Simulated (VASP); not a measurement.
Here is a VASP 6.6.1 calculation.

Contents of POSCAR:

```
NaF
1.0
   -0.0430719017      2.2971680881      2.2971680881
    2.2971680881     -0.0430719017      2.2971680881
    2.2540961864      2.2540961864      0.0000000000
Na F
1 1
Direct
    0.0000000000      0.0000000000      0.0000000000
    0.5000000000      0.5000000000      0.5000000000
```

The input INCAR.step1:

```
SYSTEM = NaF
PREC = Accurate ; ENCUT = 520
ISMEAR = 0 ; SIGMA = 0.01
LREAL = .False. ; LASPH = .True.
NELM = 60 ; NBANDS = 14
GGA = PE ; ALGO = Normal
EDIFF = 1E-4 ; LWAVE = .True.
LCHARG = .False.
```

File INCAR.step2:

```
SYSTEM = NaF
PREC = Accurate ; ENCUT = 520
EDIFF = 1E-7 ; ISMEAR = 0
SIGMA = 0.01 ; LREAL = .False.
LASPH = .True. ; NELM = 60
ALGO = Normal ; ISIF = 2
LWAVE = .False. ; LCHARG = .True.
METAGGA = R2SCAN ; LMIXTAU = .True.
LELF = .True. ; LVHAR = .True.
NBANDS = 14 ; ISTART = 1
```

File KPOINTS:

```
Automatic mesh
0
Gamma
  10 10 10
  0 0 0
```

Potentials or basis: VASP PAW PBE potentials, release 64 (Na_pv, F).

Launch:

```console
$ cat potpaw_PBE.64/Na_pv/POTCAR potpaw_PBE.64/F/POTCAR > POTCAR
$ cp INCAR.step1 INCAR
$ mpirun -np 1 vasp_std > vasp.out
$ cp INCAR.step2 INCAR
$ mpirun -np 1 vasp_std > vasp.out
```

(1) Predict the pressure.

(2) Predict the band gap on the k mesh.

Results:

(1) -0.7 GPa.

(2) 7.26 eV, direct.

Caveat: the cell differs from its parent crystal (shear xy strain -3.8%); the PAW data sets were made with another functional, which shifts forces and pressure a little.
